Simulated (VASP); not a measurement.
**Ag: single point with PBE**

System: Ag, a slab with vacuum.

```
Ag
1.0
     2.93000    0.00000    0.00000
    -1.46500    2.53745    0.00000
     0.00000    0.00000   24.58000
Ag
5
Direct
  0.33333 0.66667 0.30513
  0.66667 0.33333 0.40256
  0.33333 0.66667 0.50000
  0.66667 0.33333 0.59744
  0.33333 0.66667 0.69487
```

```
Program             : VASP 6.6.1
Task                : single point
Functional          : PBE
Potentials or basis : VASP PAW PBE potentials, release 64 (Ag)
Cutoff              : 520 eV
k mesh              : 10 × 10 × 1
Occupations         : fermi-dirac, width 0.05 eV
Spin                : no spin polarisation
```

```yaml
Largest_force: 0.084 eV/Å
Band_gap_on_the_k_mesh: zero (an odd number of electrons rules out a gap without spin polarisation)
```

Forces on the atoms (eV/Å):
```
Ag   0.000  0.000 -0.044
Ag   0.000  0.000  0.084
Ag   0.000  0.000  0.000
Ag   0.000  0.000 -0.084
Ag   0.000  0.000  0.044
```

Levels at points of the mesh, in eV from the Fermi level:
```csv
k point,band 25,band 26,band 27,band 28,band 29,band 30,band 31,band 32
"(0.00, 0.00, 0.00)",-3.11,-3.11,-3.01,-3.01,-2.61,-0.60,0.31,3.97
"(0.50, 0.00, 0.00)",-2.69,0.28,0.56,1.15,1.47,1.55,4.20,4.44
```

Run time: 120 s on 1 thread of Intel(R) Xeon(R) Platinum 8375C CPU @ 2.90GHz (Ice Lake), on a shared host, peak memory 0.34 GiB.
